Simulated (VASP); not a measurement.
Runs of VASP 6.6.1 on Rh. The structure is that of space group P6_3/mmc (No. 194), or close to it. The cells are those of the table. 

```tsv
cell	k mesh	gap on the mesh (eV)	pressure (GPa)
a = 2.658, b = 2.658, c = 8.671 Å, angles 90.0, 90.0, 120.0°, 4 atoms	13 × 13 × 4	none	0.9
a = 2.547, b = 2.547, c = 8.309 Å, angles 90.0, 90.0, 120.0°, 4 atoms	15 × 15 × 4	none	56.9
a = 2.658, b = 2.658, c = 8.671 Å, angles 90.0, 90.0, 120.0°, 4 atoms	15 × 15 × 4	none	0.9
a = 2.693, b = 2.693, c = 8.785 Å, angles 90.0, 90.0, 120.0°, 4 atoms	15 × 15 × 4	none	-10.4
a = 2.622, b = 2.622, c = 8.554 Å, angles 90.0, 90.0, 120.0°, 4 atoms	15 × 15 × 4	none	(a)
a = 2.760, b = 2.760, c = 9.005 Å, angles 90.0, 90.0, 120.0°, 4 atoms	15 × 15 × 4	none	-26.0
```

Alike in all rows: task single point; level LDA; potentials or basis VASP PAW LDA potentials, release 64 (Rh_pv); no spin polarisation; cutoff (eV) 520; smearing fermi-dirac 0.1 eV.

Question: Fill in the values left out.

Answer: (a) 15.2.

A k mesh can miss the band edges, and the runs leave out spin-orbit coupling on Rh.

A gap of «none» marks levels without a gap at the run's occupations.
